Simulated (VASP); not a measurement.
# BN (P6_3mc) in VASP: single point with r2SCAN

Aim: the single point of BN with r2SCAN.

Program: VASP 6.6.1. These are calculated values, not measurements. Logs are shortened: lines on timing, memory, paths and dates and some standing lists are left out, and cuts for length are marked.

**1. The cell of the first run**

Symmetry: P6_3mc, No. 186, hexagonal system. The conventional cell has a = 2.554 Å, b = 2.554 Å, c = 4.227 Å, α = 90.00°, β = 90.00°, γ = 120.00°. B (site symmetry 3m) has 4 N at 1.51 to 1.81 Å within 2.0 Å. N (site symmetry 3m) has 4 B at 1.51 to 1.81 Å within 2.0 Å.

**2. Single point, r2SCAN (all N atoms moved -0.225 Å, as atom 3 along Cartesian [0 0 1])**

File POSCAR:

```
BN
1.0
    2.5539396017      0.0000000000      0.0000000000
   -1.2769698009      2.2117765748      0.0000000000
    0.0000000000      0.0000000000      4.2268550000
B N
2 2
Direct
    0.6666666667      0.3333333333      0.9997240000
    0.3333333333      0.6666666667      0.4997240000
    0.6666666667      0.3333333333      0.5720449334
    0.3333333333      0.6666666667      0.0720449334
```

File INCAR.step1:

```
SYSTEM = BN
PREC = Accurate
ENCUT = 910
ISMEAR = 0
SIGMA = 0.05
LREAL = .FALSE.
LASPH = .TRUE.
NELM = 120
NBANDS = 16
GGA = PE
ALGO = Normal
EDIFF = 1E-5
LWAVE = .TRUE.
LCHARG = .FALSE.
GGA_COMPAT = .FALSE.
```

File INCAR.step2:

```
SYSTEM = BN
PREC = Accurate
ENCUT = 910
EDIFF = 1E-6
ISMEAR = 0
SIGMA = 0.05
LREAL = .FALSE.
LASPH = .TRUE.
NELM = 120
ALGO = Normal
ISIF = 2
LWAVE = .FALSE.
LCHARG = .FALSE.
METAGGA = R2SCAN
LMIXTAU = .TRUE.
NBANDS = 16
ISTART = 1
GGA_COMPAT = .FALSE.
```

File KPOINTS:

```
Automatic mesh
0
G
  12 12 6
  0 0 0
```

Potentials or basis: VASP PAW PBE potentials, release 64 (B_h, N_h).

Launch:

```
$ cat potpaw_PBE.64/B_h/POTCAR potpaw_PBE.64/N_h/POTCAR > POTCAR
$ cp INCAR.step1 INCAR
$ mpirun -np 1 vasp_std > vasp.out
$ cp INCAR.step2 INCAR
$ mpirun -np 1 vasp_std > vasp.out
```

OUTCAR:

```text
SYSTEM = BN
   PREC = Accurate
   ENCUT = 910
   EDIFF = 1E-6
   ISMEAR = 0
   LREAL = .FALSE.
   LASPH = .TRUE.
   NELM = 120
   ISIF = 2
   METAGGA = R2SCAN
   ISTART = 1

 ion  position               nearest neighbor table
   1  0.667  0.333  1.000-
   2  0.333  0.667  0.500-
   3  0.667  0.333  0.572-
   4  0.333  0.667  0.072-

  LATTYP: Found a hexagonal cell.
 ALAT       =     2.5539396017
 C/A-ratio  =     1.6550332659

  Lattice vectors:

 A1 = (   2.5539396017,   0.0000000000,   0.0000000000)
 A2 = (  -1.2769698009,   2.2117765748,   0.0000000000)
 A3 = (   0.0000000000,   0.0000000000,   4.2268550000)

Analysis of symmetry for initial positions (statically):
=====================================================================
 Subroutine PRICEL returns:
 Original cell was already a primitive cell.

 Routine SETGRP: Setting up the symmetry group for a
 hexagonal supercell.

 Subroutine GETGRP returns: Found 12 space group operations
 (whereof  6 operations were pure point group operations)
 out of a pool of 24 trial point group operations.

The static configuration has the point symmetry C_3v.
 The point group associated with its full space group is C_6v.

Analysis of symmetry for dynamics (positions and initial velocities):
=====================================================================
 Subroutine PRICEL returns:
 Original cell was already a primitive cell.

 Routine SETGRP: Setting up the symmetry group for a
 hexagonal supercell.

 Subroutine GETGRP returns: Found 12 space group operations
 (whereof  6 operations were pure point group operations)
 out of a pool of 24 trial point group operations.

The dynamic configuration has the point symmetry C_3v.
 The point group associated with its full space group is C_6v.

 Subroutine INISYM returns: Found 12 space group operations
 (whereof  6 operations are pure point group operations),
 and found     1 'primitive' translations

----------------------------------------------------------------------------------------

[... 91 lines left out ...]
   LNONCOLLINEAR =      F non collinear calculations
   LSORBIT =      F    spin-orbit coupling
   LASPH  =      T    aspherical Exc in radial PAW
   ENCUT  =  910.0 eV  66.88 Ry    8.18 a.u.   6.28  6.28 10.40*2*pi/ulx,y,z
   NELM   =    120;   NELMIN=  2; NELMDL=  0     # of ELM steps
   EDIFF  = 0.1E-05   stopping-criterion for ELM
   LREAL  =      F    real-space projection
   EDIFFG = 0.1E-04   stopping-criterion for IOM
   NSW    =      0    number of steps for IOM
   IBRION =     -1    ionic relax: 0-MD 1-quasi-New 2-CG
   NFREE  =      0    steps in history (QN), initial steepest desc. (CG)
   ISIF   =      2    stress and relaxation
   ISYM   =      2    0-nonsym 1-usesym 2-fastsym
   POTIM  = 0.5000    time-step for ionic-motion
   TEBEG  =    0.0;   TEEND  =   0.0 temperature during run
   PSTRESS=    0.0 pullay stress
   NELECT =      16.0000    total number of electrons
   NUPDOWN=      -1.0000    fix difference up-down
   EMIN   =  10.00;   EMAX   =-10.00  energy-range for DOS
   EFERMI =   0.00;   METHOD = LEGACY
   ISMEAR =     0;   SIGMA  =   0.05  broadening in eV -4-tet -1-fermi 0-gaus
   EFERMI_NEDOS =   21; number of points for ismear=-14 and -15
   IALGO  =     38    algorithm
   IMIX   =      4    mixing-type and parameters
     AMIX     =   0.40;   BMIX     =  1.00
     AMIX_MAG =   1.60;   BMIX_MAG =  1.00
  volume/ion in A,a.u.               =       5.97        40.28
  Fermi-wavevector in a.u.,A,eV,Ry     =   1.432600  2.707222 27.923836  2.052344
  Thomas-Fermi vector in A             =   2.552210
   LORBIT       =      0    0 simple, 1 ext, 2 COOP (PROOUT), +10 PAW based schemes
   METAGGA = R2SCAN    functional components
   LHFCALC =     F    Hartree Fock is set to
   AEXX    =    0.0000 exact exchange contribution
   IVDW    =     0    specifies the selected vdW correction
   LEPSILON=     F    determine dielectric tensor
   LRPA    =     F    only Hartree local field effects (RPA)
 non-spin polarized calculation
 Gauss-broadening in eV      SIGMA  =   0.05
  energy-cutoff  :      910.00
  volume of cell :       23.88
 maximum number of plane-waves:      1521
 NGX is ok and might be reduce to    28
   NGX = 13   NGY = 13   NGZ = 21

 number of electron      16.0000000 magnetization

 Free energy of the ion-electron system (eV)
  ---------------------------------------------------
  ext. energy  EPLUGINS =         0.00000000
  ---------------------------------------------------
  free energy    TOTEN  =       -37.55460849 eV

  energy without entropy =      -37.55460849  energy(sigma->0) =      -37.55460849

 E-fermi :  10.4056     XC(G=0): -13.6734

 val. band max:       10.1799691833   @ k =   0.0000   0.0000   0.0000
 cond. band min:      15.1840519315   @ k =   0.5000   0.0000   0.3333
 fundamental gap:      5.0040827483
 Fermi energy:        10.4055564898

 k-point     1 :       0.0000    0.0000    0.0000
  band No.  band energies     occupation
      1     -12.4575      2.00000
      2      -8.2846      2.00000
      3      -1.7203      2.00000
      4       6.1717      2.00000
      5       6.1717      2.00000
      6       7.8711      2.00000
[... 433 lines left out ...]
      3      -0.1360      2.00000
      4       1.7859      2.00000
      5       2.1810      2.00000
      6       3.8758      2.00000
[... 8 lines left out ...]
     15      25.7547      0.00000
     16      26.7818      0.00000

 [... further k-points ...]

------------------------ aborting loop because EDIFF is reached ----------------------------------------

  FORCE on cell =-STRESS in cart. coord.  units (eV):
  Direction    XX          YY          ZZ          XY          YZ          ZX
  --------------------------------------------------------------------------------------
  -------------------------------------------------------------------------------------
  Total       -0.4370402     -0.4370402      3.7167312      0.0000000      0.0000000     -0.0000000
  in kB      -29.3266672    -29.3266672    249.4034770      0.0000000      0.0000000     -0.0000000
  external PRESSURE =      63.5833808 kB  Pullay stress =       0.0000000 kB

 VOLUME and BASIS-vectors are now :
 -----------------------------------------------------------------------------
  energy-cutoff  :      910.00
  volume of cell :       23.88
      direct lattice vectors                 reciprocal lattice vectors
     2.553939602  0.000000000  0.000000000     0.391551938  0.226062617  0.000000000
    -1.276969801  2.211776575  0.000000000     0.000000000  0.452125233  0.000000000
     0.000000000  0.000000000  4.226855000     0.000000000  0.000000000  0.236582518

 POSITION                                       TOTAL-FORCE (eV/Angst)
 -----------------------------------------------------------------------------------
      1.27697      0.73726      4.22569         0.000000     -0.000000     -2.593004
     -0.00000      1.47452      2.11226        -0.000000     -0.000000     -2.593004
      1.27697      0.73726      2.41795        -0.000000      0.000000      2.593004
     -0.00000      1.47452      0.30452         0.000000     -0.000000      2.593004
 -----------------------------------------------------------------------------------
    total drift:                               -0.000000     -0.000000      0.003345

  FREE ENERGIE OF THE ION-ELECTRON SYSTEM (eV)
  ---------------------------------------------------
  free  energy   TOTEN  =       -37.5546084909 eV

  energy  without entropy=      -37.5546084909  energy(sigma->0) =      -37.55460849
```

OUTCAR.step1:

```text
SYSTEM = BN
   PREC = Accurate
   ENCUT = 910
   ISMEAR = 0
   LREAL = .FALSE.
   LASPH = .TRUE.
   NELM = 120
[... 687 lines left out ...]
     -0.00000      1.47452      2.11226        -0.000000      0.000000     -2.559987
      1.27697      0.73726      2.41795         0.000000     -0.000000      2.559987
     -0.00000      1.47452      0.30452        -0.000000      0.000000      2.559987
 -----------------------------------------------------------------------------------
    total drift:                               -0.000000     -0.000000      0.000621

  FREE ENERGIE OF THE ION-ELECTRON SYSTEM (eV)
  ---------------------------------------------------
  free  energy   TOTEN  =       -34.1114688873 eV

  energy  without entropy=      -34.1114688873  energy(sigma->0) =      -34.11146889
```

OSZICAR.step1:

```text
N       E                     dE             d eps       ncg     rms          rms(c)
DAV:   1     0.615867773324E+02    0.61587E+02   -0.11780E+04  2432   0.152E+03
DAV:   2    -0.310566905663E+02   -0.92643E+02   -0.83398E+02  3536   0.248E+02
DAV:   3    -0.362060909132E+02   -0.51494E+01   -0.51161E+01  3088   0.553E+01
DAV:   4    -0.362401486846E+02   -0.34058E-01   -0.34043E-01  2864   0.512E+00
DAV:   5    -0.362404387459E+02   -0.29006E-03   -0.29004E-03  3000   0.466E-01    0.903E+00
DAV:   6    -0.342525906917E+02    0.19878E+01   -0.26002E+00  2928   0.140E+01    0.329E+00
DAV:   7    -0.341385564348E+02    0.11403E+00   -0.45117E-01  3256   0.522E+00    0.183E+00
DAV:   8    -0.341129118866E+02    0.25645E-01   -0.63785E-02  3024   0.218E+00    0.307E-01
DAV:   9    -0.341112685281E+02    0.16434E-02   -0.62627E-03  2960   0.774E-01    0.147E-01
DAV:  10    -0.341114520491E+02   -0.18352E-03   -0.93838E-04  2872   0.306E-01    0.310E-02
DAV:  11    -0.341114693185E+02   -0.17269E-04   -0.11730E-04  3192   0.101E-01    0.135E-02
DAV:  12    -0.341114688873E+02    0.43120E-06   -0.10060E-05  1600   0.311E-02
   1 F= -.34111469E+02 E0= -.34111469E+02  d E =-.135134E-17
```

Run time: 3.5 min. Hardware: 1 thread of Intel Xeon Platinum 8259CL at 2.50GHz (Skylake/Cascade Lake), shared host; peak memory 0.21 GiB.

What came out:

```
Free energy            : -37.5546 eV
Pressure               : 6.4 GPa
Largest force          : 2.593 eV/Å
Band gap on the k mesh : 5.00 eV (least direct gap 7.37 eV)
```

Forces in eV/Å, atoms in the order of the input:
```
B    0.000  0.000 -2.593
B    0.000  0.000 -2.593
N    0.000  0.000  2.593
N    0.000  0.000  2.593
```

Caveat: the cell differs from its parent crystal (all N atoms moved -0.225 Å, as atom 3 along Cartesian [0 0 1]); the cutoff is under 1.25 times the usual one of these potentials, so pressure, stress and relaxed cells hold a basis-set (Pulay) error; the cell stands under pressure; the PAW data sets were made with another functional, which shifts forces and pressure a little. A k mesh can miss the band edges.
